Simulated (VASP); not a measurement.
# ZnS (P6_3mc) in VASP: notebook

The runs below take ZnS through single point, with PBE.

Program: VASP 6.6.1. These are calculated values, not measurements. Logs are shortened: lines on timing, memory, paths and dates and some standing lists are left out, and cuts for length are marked.

## (1) The cell of the first run

The structure is hexagonal, space group P6_3mc (No. 186). The conventional cell has a = 3.811 Å, b = 3.811 Å, c = 6.172 Å, α = 90.00°, β = 90.00°, γ = 120.00°. Zn (site symmetry 3m) has 4 S at 2.31 to 2.38 Å within 3.1 Å. Within 3.1 Å of S (site symmetry 3m) lie 4 Zn at 2.31 to 2.38 Å.

## (2) Single point, PBE (zz strain of -1 %)

INCAR reads:

```
ALGO = Normal
EDIFF = 1E-6
ENCUT = 520
GGA = PE
ISIF = 2
ISMEAR = -1
LASPH = True
LCHARG = False
LREAL = False
LWAVE = False
NBANDS = 26
NELM = 60
PREC = Accurate
SIGMA = 0.03
```

KPOINTS reads:

```
k-points
0
Gamma
  8 8 5
```

POSCAR reads:

```
ZnS
1.0
    3.8109987816      0.0000000000      0.0000000000
   -1.9054993908      3.3004217586      0.0000000000
    0.0000000000      0.0000000000      6.1716600000
Zn S
2 2
Direct
    0.3333333333      0.6666666667      0.0000000000
    0.6666666667      0.3333333333      0.5000000000
    0.3333333333      0.6666666667      0.3850000000
    0.6666666667      0.3333333333      0.8850000000
```

Potentials or basis: VASP PAW PBE potentials, release 64 (Zn, S).

Command:

```console
> cat potpaw_PBE.64/Zn/POTCAR potpaw_PBE.64/S/POTCAR > POTCAR
> mpirun -np 1 vasp_std > vasp.out
```

OUTCAR:

```text
EDIFF = 1E-6
   ENCUT = 520
   GGA = PE
   ISIF = 2
   ISMEAR = -1
   LASPH = True
   LREAL = False
   NELM = 60
   PREC = Accurate

 ion  position               nearest neighbor table
   1  0.333  0.667  0.000-   4 2.31   4 2.31   4 2.31   3 2.38
   2  0.667  0.333  0.500-   3 2.31   3 2.31   3 2.31   4 2.38
   3  0.333  0.667  0.385-   2 2.31   2 2.31   2 2.31   1 2.38
   4  0.667  0.333  0.885-   1 2.31   1 2.31   1 2.31   2 2.38

  LATTYP: Found a hexagonal cell.
 ALAT       =     3.8109987816
 C/A-ratio  =     1.6194337374

  Lattice vectors:

 A1 = (   3.8109987816,   0.0000000000,   0.0000000000)
 A2 = (  -1.9054993908,   3.3004217586,   0.0000000000)
 A3 = (   0.0000000000,   0.0000000000,   6.1716600000)

Analysis of symmetry for initial positions (statically):
=====================================================================
 Subroutine PRICEL returns:
 Original cell was already a primitive cell.

 Routine SETGRP: Setting up the symmetry group for a
 hexagonal supercell.

 Subroutine GETGRP returns: Found 12 space group operations
 (whereof  6 operations were pure point group operations)
 out of a pool of 24 trial point group operations.

The static configuration has the point symmetry C_3v.
 The point group associated with its full space group is C_6v.

Analysis of symmetry for dynamics (positions and initial velocities):
=====================================================================
 Subroutine PRICEL returns:
 Original cell was already a primitive cell.

 Routine SETGRP: Setting up the symmetry group for a
 hexagonal supercell.

 Subroutine GETGRP returns: Found 12 space group operations
 (whereof  6 operations were pure point group operations)
 out of a pool of 24 trial point group operations.

The dynamic configuration has the point symmetry C_3v.
 The point group associated with its full space group is C_6v.

 Subroutine INISYM returns: Found 12 space group operations
 (whereof  6 operations are pure point group operations),
 and found     1 'primitive' translations

----------------------------------------------------------------------------------------

                                     Primitive cell

  volume of cell :      77.6265

  direct lattice vectors                    reciprocal lattice vectors
     3.810998782  0.000000000  0.000000000     0.262398405  0.151495789  0.000000000
    -1.905499391  3.300421759  0.000000000     0.000000000  0.302991579  0.000000000
     0.000000000  0.000000000  6.171660000     0.000000000  0.000000000  0.162030961

  length of vectors
     3.810998782  3.810998782  6.171660000     0.302991579  0.302991579  0.162030961

  position of ions in fractional coordinates (direct lattice)
     0.333333333  0.666666667  0.000000000
     0.666666667  0.333333333  0.500000000
     0.333333333  0.666666667  0.385000000
     0.666666667  0.333333333  0.885000000

  ion indices of the primitive-cell ions
   primitive index   ion index
                 1           1
                 2           2
                 3           3
                 4           4

----------------------------------------------------------------------------------------

 KPOINTS: k-points

Automatic generation of k-mesh.
 Grid dimensions read from file:
 generate k-points for:    8    8    5

 Generating k-lattice:

  Cartesian coordinates                     Fractional coordinates (reciprocal lattice)
     0.032799801  0.018936974  0.000000000     0.125000000  0.000000000  0.000000000
     0.000000000  0.037873947  0.000000000     0.000000000  0.125000000  0.000000000
     0.000000000  0.000000000  0.032406192     0.000000000  0.000000000  0.200000000

  Length of vectors
     0.037873947  0.037873947  0.032406192

  Shift w.r.t. Gamma in fractional coordinates (k-lattice)
     0.000000000  0.000000000  0.000000000

 Subroutine IBZKPT returns following result:
 ===========================================

 Found     30 irreducible k-points:

 Following reciprocal coordinates:
            Coordinates               Weight
  0.000000  0.000000  0.000000      1.000000
  0.125000  0.000000  0.000000      6.000000
  0.250000  0.000000  0.000000      6.000000
  0.375000  0.000000  0.000000      6.000000
  0.500000  0.000000  0.000000      3.000000
  0.125000  0.125000  0.000000      6.000000
[... 16 lines left out ...]
  0.250000  0.000000  0.400000     12.000000
  0.375000  0.000000  0.400000     12.000000
 [... further k-points ...]
   k-points           NKPTS =     30   k-points in BZ     NKDIM =     30   number of bands    NBANDS=     26
   number of dos      NEDOS =    301   number of ions     NIONS =      4
   total plane-waves  NPLWV =  37632
   dimension x,y,z NGX =    28 NGY =   28 NGZ =   48
   dimension x,y,z NGXF=    56 NGYF=   56 NGZF=   96
   ions per type =               2   2
   NGX,Y,Z   is equivalent  to a cutoff of  12.21, 12.21, 12.93 a.u.
   NGXF,Y,Z  is equivalent  to a cutoff of  24.43, 24.43, 25.86 a.u.
 SYSTEM =  unknown system
   PREC   = accura    normal or accurate (medium, high low for compatibility)
   ISTART =      0    job   : 0-new  1-cont  2-samecut
   ICHARG =      2    charge: 1-file 2-atom 10-const
   ISPIN  =      1    spin polarized calculation?
   LNONCOLLINEAR =      F non collinear calculations
   LSORBIT =      F    spin-orbit coupling
   LASPH  =      T    aspherical Exc in radial PAW
   ENCUT  =  520.0 eV  38.22 Ry    6.18 a.u.   7.09  7.09 11.48*2*pi/ulx,y,z
   NELM   =     60;   NELMIN=  2; NELMDL= -5     # of ELM steps
   EDIFF  = 0.1E-05   stopping-criterion for ELM
   LREAL  =      F    real-space projection
   EDIFFG = 0.1E-04   stopping-criterion for IOM
   NSW    =      0    number of steps for IOM
   IBRION =     -1    ionic relax: 0-MD 1-quasi-New 2-CG
   NFREE  =      0    steps in history (QN), initial steepest desc. (CG)
   ISIF   =      2    stress and relaxation
   ISYM   =      2    0-nonsym 1-usesym 2-fastsym
   POTIM  = 0.5000    time-step for ionic-motion
   TEBEG  =    0.0;   TEEND  =   0.0 temperature during run
   PSTRESS=    0.0 pullay stress
   NELECT =      36.0000    total number of electrons
   NUPDOWN=      -1.0000    fix difference up-down
   EMIN   =  10.00;   EMAX   =-10.00  energy-range for DOS
   EFERMI =   0.00;   METHOD = LEGACY
   ISMEAR =    -1;   SIGMA  =   0.03  broadening in eV -4-tet -1-fermi 0-gaus
   EFERMI_NEDOS =   21; number of points for ismear=-14 and -15
   IALGO  =     38    algorithm
   IMIX   =      4    mixing-type and parameters
     AMIX     =   0.40;   BMIX     =  1.00
     AMIX_MAG =   1.60;   BMIX_MAG =  1.00
  volume/ion in A,a.u.               =      19.41       130.96
  Fermi-wavevector in a.u.,A,eV,Ry     =   1.267182  2.394626 21.847550  1.605750
  Thomas-Fermi vector in A             =   2.400343
   LORBIT       =      0    0 simple, 1 ext, 2 COOP (PROOUT), +10 PAW based schemes
   GGA     = PE    functional components
   LHFCALC =     F    Hartree Fock is set to
   AEXX    =    0.0000 exact exchange contribution
   IVDW    =     0    specifies the selected vdW correction
   LEPSILON=     F    determine dielectric tensor
   LRPA    =     F    only Hartree local field effects (RPA)
 non-spin polarized calculation
  energy-cutoff  :      520.00
  volume of cell :       77.63
 maximum number of plane-waves:      2110
   NGX = 15   NGY = 15   NGZ = 23

 number of electron      35.9999970 magnetization

 Free energy of the ion-electron system (eV)
  ---------------------------------------------------
  ext. energy  EPLUGINS =         0.00000000
  ---------------------------------------------------
  free energy    TOTEN  =       -13.64440412 eV

  energy without entropy =      -13.64440412  energy(sigma->0) =      -13.64440412

 E-fermi :   2.8565     XC(G=0):  -9.6988

 val. band max:        2.2774281958   @ k =   0.0000   0.0000   0.0000
 cond. band min:       4.5607738517   @ k =   0.0000   0.0000   0.0000
 fundamental gap:      2.2833456558
 Fermi energy:         2.8565155406

 k-point     1 :       0.0000    0.0000    0.0000
  band No.  band energies     occupation
      1     -11.0048      2.00000
      2     -10.0381      2.00000
      3      -4.1448      2.00000
      4      -4.1448      2.00000
      5      -4.0795      2.00000
      6      -4.0772      2.00000
[... 18 lines left out ...]
     25       9.8748      0.00000
     26      11.6885      0.00000

 k-point     2 :       0.1250    0.0000    0.0000
  band No.  band energies     occupation
      1     -10.8978      2.00000
      2      -9.9785      2.00000
      3      -4.1545      2.00000
      4      -4.1196      2.00000
      5      -4.0721      2.00000
      6      -4.0503      2.00000
[... 18 lines left out ...]
     25      10.3619      0.00000
     26      10.9486      0.00000

 k-point     3 :       0.2500    0.0000    0.0000
  band No.  band energies     occupation
      1     -10.6104      2.00000
      2      -9.8401      2.00000
      3      -4.1582      2.00000
      4      -4.0638      2.00000
      5      -4.0502      2.00000
      6      -3.9699      2.00000
[... 18 lines left out ...]
     25      10.7067      0.00000
     26      11.2904      0.00000

 k-point     4 :       0.3750    0.0000    0.0000
  band No.  band energies     occupation
      1     -10.2543      2.00000
      2      -9.7314      2.00000
      3      -4.1309      2.00000
      4      -4.0196      2.00000
      5      -3.9861      2.00000
      6      -3.8718      2.00000
[... 18 lines left out ...]
     25      11.0723      0.00000
     26      12.5508      0.00000
[... 496 lines left out ...]
      1     -10.6117      2.00000
      2     -10.3300      2.00000
      3      -4.1488      2.00000
      4      -4.1174      2.00000
      5      -4.1002      2.00000
      6      -4.0771      2.00000
[... 18 lines left out ...]
     25       9.6171      0.00000
     26      10.0630      0.00000

 k-point    23 :       0.2500    0.0000    0.4000
  band No.  band energies     occupation
      1     -10.3621      2.00000
      2     -10.1247      2.00000
      3      -4.1607      2.00000
      4      -4.1198      2.00000
      5      -4.0329      2.00000
      6      -4.0011      2.00000
[... 18 lines left out ...]
     25      10.2315      0.00000
     26      10.6986      0.00000

 k-point    24 :       0.3750    0.0000    0.4000
  band No.  band energies     occupation
      1     -10.0735      2.00000
      2      -9.9110      2.00000
      3      -4.1454      2.00000
      4      -4.1010      2.00000
      5      -3.9706      2.00000
      6      -3.9245      2.00000
[... 18 lines left out ...]
     25      11.3563      0.00000
     26      11.6757      0.00000

 [... further k-points ...]
[... 5 lines left out ...]
  --------------------------------------------------------------------------------------
  -------------------------------------------------------------------------------------
  Total        1.7054227      1.7054227      1.2988383      0.0000000      0.0000000      0.0000000
  in kB       35.1991655     35.1991655     26.8074459      0.0000000      0.0000000      0.0000000
  external PRESSURE =      32.4019256 kB  Pullay stress =       0.0000000 kB

 VOLUME and BASIS-vectors are now :
 -----------------------------------------------------------------------------
  energy-cutoff  :      520.00
  volume of cell :       77.63
      direct lattice vectors                 reciprocal lattice vectors
     3.810998782  0.000000000  0.000000000     0.262398405  0.151495789  0.000000000
    -1.905499391  3.300421759  0.000000000     0.000000000  0.302991579  0.000000000
     0.000000000  0.000000000  6.171660000     0.000000000  0.000000000  0.162030961

 POSITION                                       TOTAL-FORCE (eV/Angst)
 -----------------------------------------------------------------------------------
     -0.00000      2.20028      0.00000         0.000000      0.000000      0.277046
      1.90550      1.10014      3.08583        -0.000000     -0.000000      0.277046
     -0.00000      2.20028      2.37609        -0.000000      0.000000     -0.277046
      1.90550      1.10014      5.46192         0.000000      0.000000     -0.277046
 -----------------------------------------------------------------------------------
    total drift:                               -0.000000     -0.000000      0.000577

  FREE ENERGIE OF THE ION-ELECTRON SYSTEM (eV)
  ---------------------------------------------------
  free  energy   TOTEN  =       -13.6444041200 eV

  energy  without entropy=      -13.6444041199  energy(sigma->0) =      -13.64440412
```

Run time: 79 s. Hardware: 1 thread of Intel Xeon 6975P-C, shared host; peak memory 0.21 GiB.

What came out:

| Quantity | Value |
| --- | --- |
| Free energy | -13.6444 eV |
| Pressure | 3.2 GPa |
| Largest force | 0.277 eV/Å |
| Band gap on the k mesh | 2.28 eV, direct |

Forces in eV/Å, atoms in the order of the input:
```
Zn   0.000  0.000  0.277
Zn   0.000  0.000  0.277
S    0.000  0.000 -0.277
S    0.000  0.000 -0.277
```

Caveat: the cell differs from its parent crystal (zz strain of -1 %).

## (3) Single point, PBE (zz strain of +2 %)

INCAR reads:

```
SYSTEM = ZnS
PREC = Accurate
ENCUT = 520
EDIFF = 1E-6
ISMEAR = -1
SIGMA = 0.03
LREAL = .False.
LASPH = .True.
NELM = 60
ALGO = Normal
ISIF = 2
LWAVE = .False.
LCHARG = .False.
GGA = PE
NBANDS = 26
```

KPOINTS reads:

```
Automatic mesh
0
Gamma
  8 8 5
  0 0 0
```

POSCAR, as its differences from that of step 2:

```diff
@@ -4,3 +4,3 @@
    -1.9054993908      3.3004217586      0.0000000000
-    0.0000000000      0.0000000000      6.1716600000
+    0.0000000000      0.0000000000      6.3586800000
 Zn S
```

Potentials or basis: VASP PAW PBE potentials, release 64 (Zn, S).

Command:

```console
> cat potpaw_PBE.64/Zn/POTCAR potpaw_PBE.64/S/POTCAR > POTCAR
> mpirun -np 1 vasp_std > vasp.out
```

It took 74 s on 1 thread of Intel Xeon 6975P-C, shared host; peak memory 0.21 GiB.

It converged, with:

| Quantity | Value |
| --- | --- |
| Free energy | -13.6518 eV |
| Pressure | 1.2 GPa |
| Largest force | 0.379 eV/Å |
| Band gap on the k mesh | 2.14 eV, direct |

Forces in eV/Å, atoms in the order of the input:
```
Zn   0.000  0.000  0.379
Zn   0.000  0.000  0.379
S    0.000  0.000 -0.379
S    0.000  0.000 -0.379
```

Stress tensor (GPa, compression positive):
```
 2.55  0.00  0.00
 0.00  2.55  0.00
 0.00  0.00 -1.55
```

Levels at points of the mesh, in eV from the valence-band top:
| k point | band 14 | band 15 | band 16 | band 17 | band 18 | band 19 | band 20 | band 21 | band 22 | band 23 |
| --- | --- | --- | --- | --- | --- | --- | --- | --- | --- | --- |
| (0.00, 0.00, 0.00) | -0.77 | -0.77 | -0.06 | 0.00 | 0.00 | 2.14 | 3.09 | 6.39 | 6.39 | 6.42 |
| (0.50, 0.00, 0.00) | -4.20 | -3.05 | -2.13 | -1.50 | -0.98 | 3.71 | 4.17 | 5.11 | 7.14 | 7.21 |

Caveat: the cell differs from its parent crystal (zz strain of +2 %).

## (4) Single point, PBE (equal xx and yy strain of -2 %)

INCAR reads:

```
PREC     = Accurate       # precision mode
ENCUT    = 520            # plane-wave cutoff, eV
EDIFF    = 1E-6           # SCF threshold, eV
ISMEAR   = -1             # smearing method
SIGMA    = 0.03           # smearing width, eV
LREAL    = F              # projectors in reciprocal space
LASPH    = T              # aspherical terms in the spheres
NELM     = 60             # most SCF steps
ALGO     = Normal         # electronic algorithm
ISIF     = 2              # what is computed and relaxed
LWAVE    = F              # write WAVECAR
LCHARG   = F              # write CHGCAR
GGA      = PE             # functional
NBANDS   = 26             # bands
```

KPOINTS reads:

```
Automatic mesh
0
Gamma
  8 8 5
```

POSCAR reads:

```
ZnS
1.0
    3.7347788060      0.0000000000      0.0000000000
   -1.8673894030      3.2344133234      0.0000000000
    0.0000000000      0.0000000000      6.2340000000
Zn S
2 2
Direct
    0.3333333333      0.6666666667      0.0000000000
    0.6666666667      0.3333333333      0.5000000000
    0.3333333333      0.6666666667      0.3850000000
    0.6666666667      0.3333333333      0.8850000000
```

Command:

```console
> cat potpaw_PBE.64/Zn/POTCAR potpaw_PBE.64/S/POTCAR > POTCAR
> mpirun -np 1 vasp_std > vasp.out
```

Wall time 87 s (1 thread of Intel Xeon Platinum 8259CL at 2.50GHz (Skylake/Cascade Lake), shared host); peak memory 0.2 GiB.

The run converged. Its results:

| Quantity | Value |
| --- | --- |
| Free energy | -13.5454 eV |
| Pressure | 6.3 GPa |
| Largest force | 0.501 eV/Å |
| Band gap on the k mesh | 2.41 eV, direct |

Forces in eV/Å, atoms in the order of the input:
```
Zn   0.000  0.000  0.501
Zn   0.000  0.000  0.501
S    0.000  0.000 -0.501
S    0.000  0.000 -0.501
```

Stress tensor (GPa, compression positive):
```
8.16 0.00 0.00
0.00 8.16 0.00
0.00 0.00 2.46
```

Levels at points of the mesh, in eV from the valence-band top:
```tsv
k point	band 16	band 17	band 18	band 19	band 20	band 21
(0.00, 0.00, 0.00)	-0.08	0.00	0.00	2.41	3.21	6.34
(0.50, 0.00, 0.00)	-2.35	-1.69	-1.08	3.65	4.31	5.05
```

Caveat: the cell differs from its parent crystal (equal xx and yy strain of -2 %).

## (5) The runs side by side

```tsv
cell	gap on the mesh (eV)	pressure (GPa)	largest force (eV/Å)
a = 3.811, b = 3.811, c = 6.172 Å, angles 90.0, 90.0, 120.0°, 4 atoms	2.28	3.2	0.28
a = 3.811, b = 3.811, c = 6.359 Å, angles 90.0, 90.0, 120.0°, 4 atoms	2.14	1.2	0.38
a = 3.735, b = 3.735, c = 6.234 Å, angles 90.0, 90.0, 120.0°, 4 atoms	2.41	6.3	0.50
```

Alike in all rows: task single point; level PBE; potentials or basis VASP PAW PBE potentials, release 64 (Zn, S); no spin polarisation; k mesh 8 × 8 × 5; cutoff (eV) 520; smearing fermi-dirac 0.03 eV.

Absolute energies hang on the potentials; compare differences alone.
